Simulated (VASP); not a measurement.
# Si (Im-3m) in VASP: notebook

Runs on Si. Level: PBE. Tasks: single point, relaxation of cell and atoms.

Everything below comes from runs of VASP 6.6.1. Logs are shortened: lines on timing, memory, paths and dates and some standing lists are left out, and cuts for length are marked.

### 1 The cell of the first run

Symmetry: Im-3m, No. 229, cubic system. The conventional cell has a = 3.082 Å, b = 3.082 Å, c = 3.082 Å, α = 90.00°, β = 90.00°, γ = 90.00°. Si (site symmetry m-3m) has 14 Si at 2.67 to 3.08 Å within 3.5 Å.

This isn't the form of Si at room conditions, which is diamond.

### 2 Single point, PBE

INCAR

```
SYSTEM = Si
  PREC = Accurate
  ENCUT = 520
  EDIFF = 1E-6
  ISMEAR = -1
  SIGMA = 0.05
  LREAL = .FALSE.
  LASPH = .TRUE.
  NELM = 100
  ALGO = Normal
  ISIF = 2
  LWAVE = .FALSE.
  LCHARG = .FALSE.
  GGA = PE
  NBANDS = 8
```

KPOINTS

```
Automatic mesh
0
G
  17 17 17
  0 0 0
```

POSCAR

```
Si
1.0
   -1.5411780045      1.5411780045      1.5411780045
    1.5411780045     -1.5411780045      1.5411780045
    1.5411780045      1.5411780045     -1.5411780045
Si
1
Direct
    0.0000000000      0.0000000000      0.0000000000
```

Potentials or basis: VASP PAW PBE potentials, release 64 (Si).

Started as:

```sh
$ cat potpaw_PBE.64/Si/POTCAR > POTCAR
$ mpirun -np 1 vasp_std > vasp.out
```

OUTCAR:

```text
SYSTEM = Si
   PREC = Accurate
   ENCUT = 520
   EDIFF = 1E-6
   ISMEAR = -1
   LREAL = .FALSE.
   LASPH = .TRUE.
   NELM = 100
   ISIF = 2
   GGA = PE

 ion  position               nearest neighbor table
   1  0.000  0.000  0.000-

  LATTYP: Found a body centered cubic cell.
 ALAT       =     3.0823560090

  Lattice vectors:

 A1 = (  -1.5411780045,   1.5411780045,   1.5411780045)
 A2 = (   1.5411780045,  -1.5411780045,   1.5411780045)
 A3 = (   1.5411780045,   1.5411780045,  -1.5411780045)

Analysis of symmetry for initial positions (statically):
=====================================================================
 Subroutine PRICEL returns:
 Original cell was already a primitive cell.

 Routine SETGRP: Setting up the symmetry group for a
 body centered cubic supercell.

 Subroutine GETGRP returns: Found 48 space group operations
 (whereof 48 operations were pure point group operations)
 out of a pool of 48 trial point group operations.

The static configuration has the point symmetry O_h .

Analysis of symmetry for dynamics (positions and initial velocities):
=====================================================================
 Subroutine PRICEL returns:
 Original cell was already a primitive cell.

 Routine SETGRP: Setting up the symmetry group for a
 body centered cubic supercell.

 Subroutine GETGRP returns: Found 48 space group operations
 (whereof 48 operations were pure point group operations)
 out of a pool of 48 trial point group operations.

The dynamic configuration has the point symmetry O_h .

 Subroutine INISYM returns: Found 48 space group operations
 (whereof 48 operations are pure point group operations),
 and found     1 'primitive' translations

----------------------------------------------------------------------------------------

                                     Primitive cell

  volume of cell :      14.6426

  direct lattice vectors                    reciprocal lattice vectors
    -1.541178005  1.541178005  1.541178005     0.000000000  0.324427158  0.324427158
     1.541178005 -1.541178005  1.541178005     0.324427158  0.000000000  0.324427158
     1.541178005  1.541178005 -1.541178005     0.324427158  0.324427158  0.000000000

  length of vectors
     2.669398607  2.669398607  2.669398607     0.458809287  0.458809287  0.458809287

[... 76 lines left out ...]
   ENCUT  =  520.0 eV  38.22 Ry    6.18 a.u.   4.96  4.96  4.96*2*pi/ulx,y,z
   NELM   =    100;   NELMIN=  2; NELMDL= -5     # of ELM steps
   EDIFF  = 0.1E-05   stopping-criterion for ELM
   LREAL  =      F    real-space projection
   EDIFFG = 0.1E-04   stopping-criterion for IOM
   NSW    =      0    number of steps for IOM
   IBRION =     -1    ionic relax: 0-MD 1-quasi-New 2-CG
   NFREE  =      0    steps in history (QN), initial steepest desc. (CG)
   ISIF   =      2    stress and relaxation
   ISYM   =      2    0-nonsym 1-usesym 2-fastsym
   POTIM  = 0.5000    time-step for ionic-motion
   TEBEG  =    0.0;   TEEND  =   0.0 temperature during run
   PSTRESS=    0.0 pullay stress
   NELECT =       4.0000    total number of electrons
   NUPDOWN=      -1.0000    fix difference up-down
   EMIN   =  10.00;   EMAX   =-10.00  energy-range for DOS
   EFERMI =   0.00;   METHOD = LEGACY
   ISMEAR =    -1;   SIGMA  =   0.05  broadening in eV -4-tet -1-fermi 0-gaus
   EFERMI_NEDOS =   21; number of points for ismear=-14 and -15
   IALGO  =     38    algorithm
   IMIX   =      4    mixing-type and parameters
     AMIX     =   0.40;   BMIX     =  1.00
     AMIX_MAG =   1.60;   BMIX_MAG =  1.00
  volume/ion in A,a.u.               =      14.64        98.81
  Fermi-wavevector in a.u.,A,eV,Ry     =   1.062238  2.007340 15.352142  1.128351
  Thomas-Fermi vector in A             =   2.197682
   LORBIT       =      0    0 simple, 1 ext, 2 COOP (PROOUT), +10 PAW based schemes
   GGA     = PE    functional components
   LHFCALC =     F    Hartree Fock is set to
   AEXX    =    0.0000 exact exchange contribution
   IVDW    =     0    specifies the selected vdW correction
   LEPSILON=     F    determine dielectric tensor
   LRPA    =     F    only Hartree local field effects (RPA)
 non-spin polarized calculation
  energy-cutoff  :      520.00
  volume of cell :       14.64
 maximum number of plane-waves:       410
   NGX =  9   NGY =  9   NGZ =  9

 number of electron       3.9999999 magnetization

 Free energy of the ion-electron system (eV)
  ---------------------------------------------------
  ext. energy  EPLUGINS =         0.00000000
  ---------------------------------------------------
  free energy    TOTEN  =        -4.90348637 eV

  energy without entropy =       -4.89982611  energy(sigma->0) =       -4.90165624

 E-fermi :   9.8391     XC(G=0): -11.1480

 val. band max:        9.8239843405   @ k =  -0.4118   0.4118   0.4118
 cond. band min:       9.8442165537   @ k =  -0.2941   0.3529   0.1176
 fundamental gap:      0.0202322132
 Fermi energy:         9.8390931558

 k-point     1 :       0.0000    0.0000    0.0000
  band No.  band energies     occupation
      1      -4.3198      2.00000
      2      21.2650      0.00000
      3      21.2650      0.00000
      4      21.2650      0.00000
      5      22.4237      0.00000
      6      22.4237      0.00000
      7      22.4237      0.00000
      8      26.1134      0.00000
[... 243 lines left out ...]
 k-point    24 :       0.1765    0.1765    0.0000
  band No.  band energies     occupation
      1      -1.4801      2.00000
      2      11.9852      0.00000
      3      12.3719      0.00000
      4      16.9170      0.00000
      5      21.9068      0.00000
      6      22.8413      0.00000
      7      26.5886      0.00000
      8      27.7446      0.00000

 [... further k-points ...]

------------------------ aborting loop because EDIFF is reached ----------------------------------------

  FORCE on cell =-STRESS in cart. coord.  units (eV):
  Direction    XX          YY          ZZ          XY          YZ          ZX
  --------------------------------------------------------------------------------------
  -------------------------------------------------------------------------------------
  Total       -0.0038822     -0.0038822     -0.0038822     -0.0000000     -0.0000000      0.0000000
  in kB       -0.4247898     -0.4247898     -0.4247898     -0.0000000     -0.0000000      0.0000000
  external PRESSURE =      -0.4247898 kB  Pullay stress =       0.0000000 kB

 VOLUME and BASIS-vectors are now :
 -----------------------------------------------------------------------------
  energy-cutoff  :      520.00
  volume of cell :       14.64
      direct lattice vectors                 reciprocal lattice vectors
    -1.541178005  1.541178005  1.541178005     0.000000000  0.324427158  0.324427158
     1.541178005 -1.541178005  1.541178005     0.324427158  0.000000000  0.324427158
     1.541178005  1.541178005 -1.541178005     0.324427158  0.324427158  0.000000000

 POSITION                                       TOTAL-FORCE (eV/Angst)
 -----------------------------------------------------------------------------------
      0.00000      0.00000      0.00000        -0.000000      0.000000     -0.000000
 -----------------------------------------------------------------------------------
    total drift:                               -0.000000      0.000000      0.000000

  FREE ENERGIE OF THE ION-ELECTRON SYSTEM (eV)
  ---------------------------------------------------
  free  energy   TOTEN  =        -4.9034863727 eV

  energy  without entropy=       -4.8998261130  energy(sigma->0) =       -4.90165624
```

OSZICAR:

```text
N       E                     dE             d eps       ncg     rms          rms(c)
DAV:   1    -0.237203410923E+01   -0.23720E+01   -0.18389E+03  2864   0.386E+02
DAV:   2    -0.490631037498E+01   -0.25343E+01   -0.24676E+01  3960   0.304E+01
DAV:   3    -0.492022778245E+01   -0.13917E-01   -0.13913E-01  2952   0.237E+00
DAV:   4    -0.492024207830E+01   -0.14296E-04   -0.14296E-04  4280   0.844E-02
DAV:   5    -0.492024208524E+01   -0.69358E-08   -0.66804E-08  2984   0.101E-03    0.257E+00
DAV:   6    -0.490953973101E+01    0.10702E-01   -0.37820E-03  2752   0.271E-01    0.142E+00
DAV:   7    -0.490350140531E+01    0.60383E-02   -0.75408E-03  2872   0.382E-01    0.131E-01
DAV:   8    -0.490348570654E+01    0.15699E-04   -0.37614E-05  3904   0.473E-02    0.128E-02
DAV:   9    -0.490348637267E+01   -0.66613E-06   -0.44166E-07  3096   0.388E-03
   1 F= -.49034864E+01 E0= -.49016562E+01  d E =-.366026E-02
```

Run time: 13 s. Hardware: 1 thread of AMD EPYC 7R13, shared host; peak memory 0.1 GiB.

Results:

| Quantity | Value |
| --- | --- |
| Free energy | -4.9035 eV |
| Pressure | 0.0 GPa |
| Band gap on the k mesh | zero (bands 2 and 3 overlap by 15.39 eV) |

### 3 Relaxation of cell and atoms, PBE

This run uses another cell than the first one, of 16.00 Å³/atom.

INCAR

```
SYSTEM = Si
PREC = Accurate
ENCUT = 600
EDIFF = 1E-6
ISMEAR = -1
SIGMA = 0.05
LREAL = .False.
LASPH = .True.
NELM = 60
ALGO = Normal
ISIF = 3
LWAVE = .False.
LCHARG = .False.
GGA = PE
IBRION = 2
NSW = 60
EDIFFG = -0.005
```

KPOINTS

```
regular mesh
0
Gamma
  17 17 17
  0 0 0
```

POSCAR

```
Si
1.0
   -1.5874010520      1.5874010520      1.5874010520
    1.5874010520     -1.5874010520      1.5874010520
    1.5874010520      1.5874010520     -1.5874010520
Si
1
Direct
    0.0000000000      0.0000000000      0.0000000000
```

Potentials or basis: VASP PAW PBE potentials, release 64 (Si).

Started as:

```sh
$ cat potpaw_PBE.64/Si/POTCAR > POTCAR
$ mpirun -np 1 vasp_std > vasp.out
```

Wall time 51 s (1 thread of AMD EPYC 7R13, shared host); peak memory 0.12 GiB.

Results (log left out):

```
Free energy                           : -4.9036 eV
Relaxed volume                        : 14.63 Å³/atom
Relaxed cell                          : a = 2.669 Å, b = 2.669 Å, c = 2.669 Å, α = 109.47°, β = 109.47°, γ = 109.47°
Space group after relaxing (to 0.1 Å) : Im-3m (No. 229)
Energy gained by relaxing             : 31.6 meV/atom
Ionic steps                           : 3
Pressure after relaxing               : 0.0 GPa
Band gap on the k mesh                : zero (bands 2 and 3 overlap by 15.40 eV)
```

Step by step:
```
step  energy change (eV)  largest force (eV/Å)  pressure (GPa)  volume (Å³)
   1              0.0000                0.0000           -6.80        16.00
   2             -0.0311                0.0000            1.06        14.48
   3             -0.0316                0.0000            0.02        14.63
```

Final structure:
```yaml
crystal:
  lattice:
    - [-1.54088, 1.54088, 1.54088]
    - [1.54088, -1.54088, 1.54088]
    - [1.54088, 1.54088, -1.54088]
  atoms:
    - { symbol: Si, position: [0.00000, 0.00000, 0.00000] }
```

Levels at points of the mesh, in eV from the Fermi level:
```
           k point  band 1  band 2  band 3  band 4  band 5  band 6
(0.00, 0.00, 0.00)  -14.16   11.43   11.43   11.43   12.59   12.59
```
